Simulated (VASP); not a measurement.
# LiCl in VASP: notebook

Runs on LiCl. Level: PBE. Tasks: single point.

Program: VASP 6.6.1. These are calculated values, not measurements. Logs are shortened: lines on timing, memory, paths and dates and some standing lists are left out, and cuts for length are marked.

## Step 1: The cell of the first run

The structure is hexagonal, space group P6_3mc (No. 186). The conventional cell has a = 3.951 Å, b = 3.951 Å, c = 6.399 Å, α = 90.00°, β = 90.00°, γ = 120.00°. Cl (site symmetry 3m) has 4 Li at 2.41 Å within 3.2 Å. Within 3.2 Å of Li (site symmetry 3m) lie 4 Cl at 2.41 Å.

## Step 2: Single point, PBE

File INCAR:

```
SYSTEM = LiCl
PREC = Accurate
ENCUT = 520
EDIFF = 1E-7
ISMEAR = -1
SIGMA = 0.05
LREAL = .FALSE.
LASPH = .TRUE.
NELM = 100
ALGO = Normal
ISIF = 2
LWAVE = .FALSE.
LCHARG = .FALSE.
GGA = PE
NBANDS = 18
```

File KPOINTS:

```
Automatic mesh
0
G
  8 8 4
  0 0 0
```

File POSCAR:

```
LiCl
1.0
    3.9508755632      0.0000000000      0.0000000000
   -1.9754377817      3.4215586050      0.0000000000
    0.0000000000      0.0000000000      6.3992626309
Cl Li
2 2
Direct
    0.3333333333      0.6666666667      0.9989840000
    0.6666666667      0.3333333333      0.4989840000
    0.3333333333      0.6666666667      0.3760170000
    0.6666666667      0.3333333333      0.8760170000
```

Potentials or basis: VASP PAW PBE potentials, release 64 (Cl, Li_sv).

The run is started by

```console
cat potpaw_PBE.64/Cl/POTCAR potpaw_PBE.64/Li_sv/POTCAR > POTCAR
mpirun -np 1 vasp_std > vasp.out
```

OUTCAR:

```text
SYSTEM = LiCl
   PREC = Accurate
   ENCUT = 520
   EDIFF = 1E-7
   ISMEAR = -1
   LREAL = .FALSE.
   LASPH = .TRUE.
   NELM = 100
   ISIF = 2
   GGA = PE

 ion  position               nearest neighbor table
   1  0.333  0.667  0.999-   3 2.41   4 2.41   4 2.41   4 2.41
   2  0.667  0.333  0.499-   4 2.41   3 2.41   3 2.41   3 2.41
   3  0.333  0.667  0.376-   1 2.41   2 2.41   2 2.41   2 2.41
   4  0.667  0.333  0.876-   2 2.41   1 2.41   1 2.41   1 2.41

  LATTYP: Found a hexagonal cell.
 ALAT       =     3.9508755632
 C/A-ratio  =     1.6197074619

  Lattice vectors:

 A1 = (   3.9508755632,   0.0000000000,   0.0000000000)
 A2 = (  -1.9754377817,   3.4215586050,   0.0000000000)
 A3 = (   0.0000000000,   0.0000000000,   6.3992626309)

Analysis of symmetry for initial positions (statically):
=====================================================================
 Subroutine PRICEL returns:
 Original cell was already a primitive cell.

 Routine SETGRP: Setting up the symmetry group for a
 hexagonal supercell.

 Subroutine GETGRP returns: Found 12 space group operations
 (whereof  6 operations were pure point group operations)
 out of a pool of 24 trial point group operations.

The static configuration has the point symmetry C_3v.
 The point group associated with its full space group is C_6v.

Analysis of symmetry for dynamics (positions and initial velocities):
=====================================================================
 Subroutine PRICEL returns:
 Original cell was already a primitive cell.

 Routine SETGRP: Setting up the symmetry group for a
 hexagonal supercell.

 Subroutine GETGRP returns: Found 12 space group operations
 (whereof  6 operations were pure point group operations)
 out of a pool of 24 trial point group operations.

The dynamic configuration has the point symmetry C_3v.
 The point group associated with its full space group is C_6v.

 Subroutine INISYM returns: Found 12 space group operations
 (whereof  6 operations are pure point group operations),
 and found     1 'primitive' translations

----------------------------------------------------------------------------------------

                                     Primitive cell

  volume of cell :      86.5062

  direct lattice vectors                    reciprocal lattice vectors
     3.950875563  0.000000000  0.000000000     0.253108453  0.146132233  0.000000000
    -1.975437782  3.421558605  0.000000000     0.000000000  0.292264466  0.000000000
     0.000000000  0.000000000  6.399262631     0.000000000  0.000000000  0.156268004

  length of vectors
     3.950875563  3.950875563  6.399262631     0.292264466  0.292264466  0.156268004

  position of ions in fractional coordinates (direct lattice)
     0.333333333  0.666666667  0.998984000
     0.666666667  0.333333333  0.498984000
     0.333333333  0.666666667  0.376017000
     0.666666667  0.333333333  0.876017000

  ion indices of the primitive-cell ions
   primitive index   ion index
                 1           1
                 2           2
                 3           3
                 4           4

----------------------------------------------------------------------------------------

 KPOINTS: Automatic mesh

Automatic generation of k-mesh.
 Grid dimensions read from file:
 generate k-points for:    8    8    4

 Generating k-lattice:

  Cartesian coordinates                     Fractional coordinates (reciprocal lattice)
     0.031638557  0.018266529  0.000000000     0.125000000  0.000000000  0.000000000
     0.000000000  0.036533058  0.000000000     0.000000000  0.125000000  0.000000000
     0.000000000  0.000000000  0.039067001     0.000000000  0.000000000  0.250000000

  Length of vectors
     0.036533058  0.036533058  0.039067001

  Shift w.r.t. Gamma in fractional coordinates (k-lattice)
     0.000000000  0.000000000  0.000000000

 Subroutine IBZKPT returns following result:
 ===========================================

 Found     30 irreducible k-points:

 Following reciprocal coordinates:
            Coordinates               Weight
  0.000000  0.000000  0.000000      1.000000
  0.125000  0.000000  0.000000      6.000000
  0.250000  0.000000  0.000000      6.000000
  0.375000  0.000000  0.000000      6.000000
  0.500000  0.000000  0.000000      3.000000
  0.125000  0.125000  0.000000      6.000000
[... 16 lines left out ...]
  0.250000  0.000000  0.500000      6.000000
  0.375000  0.000000  0.500000      6.000000
 [... further k-points ...]
   k-points           NKPTS =     30   k-points in BZ     NKDIM =     30   number of bands    NBANDS=     18
   number of dos      NEDOS =    301   number of ions     NIONS =      4
   total plane-waves  NPLWV =  43200
   dimension x,y,z NGX =    30 NGY =   30 NGZ =   48
   dimension x,y,z NGXF=    60 NGYF=   60 NGZF=   96
   ions per type =               2   2
   NGX,Y,Z   is equivalent  to a cutoff of  12.62, 12.62, 12.47 a.u.
   NGXF,Y,Z  is equivalent  to a cutoff of  25.25, 25.25, 24.94 a.u.
 SYSTEM =  LiCl
   PREC   = accura    normal or accurate (medium, high low for compatibility)
   ISTART =      0    job   : 0-new  1-cont  2-samecut
   ICHARG =      2    charge: 1-file 2-atom 10-const
   ISPIN  =      1    spin polarized calculation?
   LNONCOLLINEAR =      F non collinear calculations
   LSORBIT =      F    spin-orbit coupling
   LASPH  =      T    aspherical Exc in radial PAW
   ENCUT  =  520.0 eV  38.22 Ry    6.18 a.u.   7.35  7.35 11.90*2*pi/ulx,y,z
   NELM   =    100;   NELMIN=  2; NELMDL= -5     # of ELM steps
   EDIFF  = 0.1E-06   stopping-criterion for ELM
   LREAL  =      F    real-space projection
   EDIFFG = 0.1E-05   stopping-criterion for IOM
   NSW    =      0    number of steps for IOM
   IBRION =     -1    ionic relax: 0-MD 1-quasi-New 2-CG
   NFREE  =      0    steps in history (QN), initial steepest desc. (CG)
   ISIF   =      2    stress and relaxation
   ISYM   =      2    0-nonsym 1-usesym 2-fastsym
   POTIM  = 0.5000    time-step for ionic-motion
   TEBEG  =    0.0;   TEEND  =   0.0 temperature during run
   PSTRESS=    0.0 pullay stress
   NELECT =      20.0000    total number of electrons
   NUPDOWN=      -1.0000    fix difference up-down
   EMIN   =  10.00;   EMAX   =-10.00  energy-range for DOS
   EFERMI =   0.00;   METHOD = LEGACY
   ISMEAR =    -1;   SIGMA  =   0.05  broadening in eV -4-tet -1-fermi 0-gaus
   EFERMI_NEDOS =   21; number of points for ismear=-14 and -15
   IALGO  =     38    algorithm
   IMIX   =      4    mixing-type and parameters
     AMIX     =   0.40;   BMIX     =  1.00
     AMIX_MAG =   1.60;   BMIX_MAG =  1.00
  volume/ion in A,a.u.               =      21.63       145.94
  Fermi-wavevector in a.u.,A,eV,Ry     =   1.004776  1.898751 13.736088  1.009574
  Thomas-Fermi vector in A             =   2.137413
   LORBIT       =      0    0 simple, 1 ext, 2 COOP (PROOUT), +10 PAW based schemes
   GGA     = PE    functional components
   LHFCALC =     F    Hartree Fock is set to
   AEXX    =    0.0000 exact exchange contribution
   IVDW    =     0    specifies the selected vdW correction
   LEPSILON=     F    determine dielectric tensor
   LRPA    =     F    only Hartree local field effects (RPA)
 non-spin polarized calculation
  energy-cutoff  :      520.00
  volume of cell :       86.51
 maximum number of plane-waves:      2382
 NGX is ok and might be reduce to    30
   NGX = 15   NGY = 15   NGZ = 23

 number of electron      20.0000007 magnetization

 Free energy of the ion-electron system (eV)
  ---------------------------------------------------
  ext. energy  EPLUGINS =         0.00000000
  ---------------------------------------------------
  free energy    TOTEN  =       -14.86647158 eV

  energy without entropy =      -14.86647158  energy(sigma->0) =      -14.86647158

 E-fermi :  -0.3984     XC(G=0):  -7.4966

 val. band max:       -1.4518478268   @ k =   0.0000   0.0000   0.0000
 cond. band min:       4.4231820674   @ k =   0.0000   0.0000   0.0000
 fundamental gap:      5.8750298942
 Fermi energy:        -0.3983606690

 k-point     1 :       0.0000    0.0000    0.0000
  band No.  band energies     occupation
      1     -44.4408      2.00000
      2     -44.4396      2.00000
      3     -14.0830      2.00000
      4     -13.8166      2.00000
      5      -3.3447      2.00000
      6      -1.7608      2.00000
[... 10 lines left out ...]
     17       9.4332      0.00000
     18       9.4332      0.00000

 k-point     2 :       0.1250    0.0000    0.0000
  band No.  band energies     occupation
      1     -44.4407      2.00000
      2     -44.4396      2.00000
      3     -14.0516      2.00000
      4     -13.8021      2.00000
      5      -3.2677      2.00000
      6      -1.9792      2.00000
[... 10 lines left out ...]
     17       9.5994      0.00000
     18       9.7218      0.00000

 k-point     3 :       0.2500    0.0000    0.0000
  band No.  band energies     occupation
      1     -44.4403      2.00000
      2     -44.4394      2.00000
      3     -13.9708      2.00000
      4     -13.7702      2.00000
      5      -3.0638      2.00000
      6      -2.4766      2.00000
[... 10 lines left out ...]
     17       9.6563      0.00000
     18      10.4228      0.00000

 k-point     4 :       0.3750    0.0000    0.0000
  band No.  band energies     occupation
      1     -44.4399      2.00000
      2     -44.4393      2.00000
      3     -13.8775      2.00000
      4     -13.7474      2.00000
      5      -3.0394      2.00000
      6      -2.6787      2.00000
[... 10 lines left out ...]
     17      10.1770      0.00000
     18      10.9501      0.00000

 k-point     5 :       0.5000    0.0000    0.0000
  band No.  band energies     occupation
      1     -44.4397      2.00000
      2     -44.4393      2.00000
      3     -13.8293      2.00000
      4     -13.7465      2.00000
      5      -3.1936      2.00000
      6      -2.7410      2.00000
[... 10 lines left out ...]
     17      10.0608      0.00000
     18      11.5888      0.00000

 k-point     6 :       0.1250    0.1250    0.0000
  band No.  band energies     occupation
      1     -44.4404      2.00000
      2     -44.4394      2.00000
      3     -13.9954      2.00000
      4     -13.7789      2.00000
      5      -3.1242      2.00000
      6      -2.2363      2.00000
[... 10 lines left out ...]
     17       9.6094      0.00000
     18      10.0127      0.00000

 k-point     7 :       0.2500    0.1250    0.0000
  band No.  band energies     occupation
      1     -44.4400      2.00000
      2     -44.4393      2.00000
      3     -13.9074      2.00000
      4     -13.7519      2.00000
      5      -2.9188      2.00000
      6      -2.7070      2.00000
[... 10 lines left out ...]
     17       9.8231      0.00000
     18      10.5803      0.00000

 k-point     8 :       0.3750    0.1250    0.0000
  band No.  band energies     occupation
      1     -44.4397      2.00000
      2     -44.4393      2.00000
      3     -13.8310      2.00000
      4     -13.7449      2.00000
      5      -3.1135      2.00000
      6      -2.6856      2.00000
[... 10 lines left out ...]
     17      10.2004      0.00000
     18      10.9237      0.00000
[... 229 lines left out ...]
     17      10.0878      0.00000
     18      10.8332      0.00000

 k-point    20 :       0.3750    0.2500    0.2500
  band No.  band energies     occupation
      1     -44.4395      2.00000
      2     -44.4393      2.00000
      3     -13.7831      2.00000
      4     -13.7580      2.00000
      5      -3.0342      2.00000
      6      -2.7554      2.00000
[... 10 lines left out ...]
     17      10.4801      0.00000
     18      11.1094      0.00000

 k-point    21 :       0.0000    0.0000    0.5000
  band No.  band energies     occupation
      1     -44.4402      2.00000
      2     -44.4402      2.00000
      3     -13.9544      2.00000
      4     -13.9544      2.00000
      5      -2.5018      2.00000
      6      -2.5018      2.00000
[... 10 lines left out ...]
     17       8.7530      0.00000
     18       8.7530      0.00000

 k-point    22 :       0.1250    0.0000    0.5000
  band No.  band energies     occupation
      1     -44.4401      2.00000
      2     -44.4401      2.00000
      3     -13.9309      2.00000
      4     -13.9309      2.00000
      5      -2.5236      2.00000
      6      -2.5236      2.00000
[... 10 lines left out ...]
     17       9.1502      0.00000
     18       9.1502      0.00000

 k-point    23 :       0.2500    0.0000    0.5000
  band No.  band energies     occupation
      1     -44.4399      2.00000
      2     -44.4399      2.00000
      3     -13.8731      2.00000
      4     -13.8731      2.00000
      5      -2.6991      2.00000
      6      -2.6991      2.00000
[... 10 lines left out ...]
     17       9.6136      0.00000
     18       9.6136      0.00000

 k-point    24 :       0.3750    0.0000    0.5000
  band No.  band energies     occupation
      1     -44.4396      2.00000
      2     -44.4396      2.00000
      3     -13.8137      2.00000
      4     -13.8137      2.00000
      5      -3.0096      2.00000
      6      -3.0096      2.00000
[... 10 lines left out ...]
     17      10.0385      0.00000
     18      10.0385      0.00000

 [... further k-points ...]
[... 5 lines left out ...]
  --------------------------------------------------------------------------------------
  -------------------------------------------------------------------------------------
  Total       -0.3830871     -0.3830871     -0.4576148      0.0000000      0.0000000      0.0000000
  in kB       -7.0951379     -7.0951379     -8.4754615      0.0000000      0.0000000      0.0000000
  external PRESSURE =      -7.5552458 kB  Pullay stress =       0.0000000 kB

 VOLUME and BASIS-vectors are now :
 -----------------------------------------------------------------------------
  energy-cutoff  :      520.00
  volume of cell :       86.51
      direct lattice vectors                 reciprocal lattice vectors
     3.950875563  0.000000000  0.000000000     0.253108453  0.146132233  0.000000000
    -1.975437782  3.421558605  0.000000000     0.000000000  0.292264466  0.000000000
     0.000000000  0.000000000  6.399262631     0.000000000  0.000000000  0.156268004

 POSITION                                       TOTAL-FORCE (eV/Angst)
 -----------------------------------------------------------------------------------
     -0.00000      2.28104      6.39276        -0.000000     -0.000000     -0.015380
      1.97544      1.14052      3.19313         0.000000      0.000000     -0.015380
     -0.00000      2.28104      2.40623         0.000000      0.000000      0.015380
      1.97544      1.14052      5.60586        -0.000000     -0.000000      0.015380
 -----------------------------------------------------------------------------------
    total drift:                                0.000000      0.000001     -0.000514

  FREE ENERGIE OF THE ION-ELECTRON SYSTEM (eV)
  ---------------------------------------------------
  free  energy   TOTEN  =       -14.8664715792 eV

  energy  without entropy=      -14.8664715791  energy(sigma->0) =      -14.86647158
```

Run time: 22 s. Hardware: 1 thread of Intel Xeon 6975P-C (Granite Rapids), shared host; peak memory 0.2 GiB.

What came out:

| Quantity | Value |
| --- | --- |
| Free energy | -14.8665 eV |
| Largest force | 0.015 eV/Å |
| Band gap on the k mesh | 5.88 eV, direct |

Forces on the atoms (eV/Å):
```
Cl   0.000  0.000 -0.015
Cl   0.000  0.000 -0.015
Li   0.000  0.000  0.015
Li   0.000  0.000  0.015
```

Caveat: the cutoff is under 1.25 times the usual one of these potentials, so pressure, stress and relaxed cells hold a basis-set (Pulay) error. A k mesh can miss the band edges.

(Continued in part 2 of 2.)
